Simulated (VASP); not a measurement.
A run of VASP 6.6.1 is set up as follows.

File POSCAR:

```
BN
1.0
    0.0000000000      1.8080000000      1.8080000000
    1.8080000000      0.0000000000      1.8080000000
    1.8080000000      1.8080000000      0.0000000000
B N
1 1
Direct
    0.0000000000      0.0000000000      0.0000000000
    0.2500000000      0.2500000000      0.2500000000
```

File INCAR.step1:

```
SYSTEM = BN
PREC = Accurate
ENCUT = 500
EDIFF = 1E-8
ISMEAR = 0
SIGMA = 0.01
LREAL = .False.
LASPH = .True.
NELM = 80
ALGO = Normal
LWAVE = .True.
LCHARG = .False.
GGA = PE
```

The input INCAR.step2:

```
SYSTEM = BN
PREC = Accurate
ENCUT = 500
EDIFF = 1E-8
ISMEAR = 0
SIGMA = 0.01
LREAL = .False.
LASPH = .True.
NELM = 1
ALGO = Exact
LWAVE = .True.
LCHARG = .False.
GGA = PE
NBANDS = 119
LOPTICS = .True.
ISTART = 1
```

The input INCAR.step3:

```
SYSTEM = BN
PREC = Accurate
ENCUT = 500
EDIFF = 1E-8
ISMEAR = 0
SIGMA = 0.01
LREAL = .False.
LASPH = .True.
ALGO = EVGW0
LWAVE = .False.
LCHARG = .False.
GGA = PE
NELMGW = 1
NBANDS = 119
ENCUTGW = 180.0
NOMEGA = 48
PRECFOCK = Fast
ISTART = 1
NBANDSGW = 12
```

The input KPOINTS:

```
Automatic mesh
0
Gamma
  2 2 2
  0 0 0
```

Potentials or basis: VASP PAW PBE potentials, release 64 (B_GW, N_GW).

Run with:

```console
$ cat potpaw_PBE.64/B_GW/POTCAR potpaw_PBE.64/N_GW/POTCAR > POTCAR
$ cp INCAR.step1 INCAR
$ mpirun -np 1 vasp_std > vasp.out
$ cp INCAR.step2 INCAR
$ mpirun -np 1 vasp_std > vasp.out
$ cp INCAR.step3 INCAR
$ mpirun -np 1 vasp_std > vasp.out
```

(1) What does it give for the quasiparticle gap?

(2) Predict the least direct quasiparticle gap.

(3) Estimate the band gap of the starting levels on the mesh.

## Answers

(1) 5.19 eV.

(2) 10.19 eV.

(3) 4.09 eV.

Caveat: the k points lie up to 1.50 Å⁻¹ apart; bands, screening cutoff and mesh are small and nothing is extrapolated, so the quasiparticle values aren't converged.
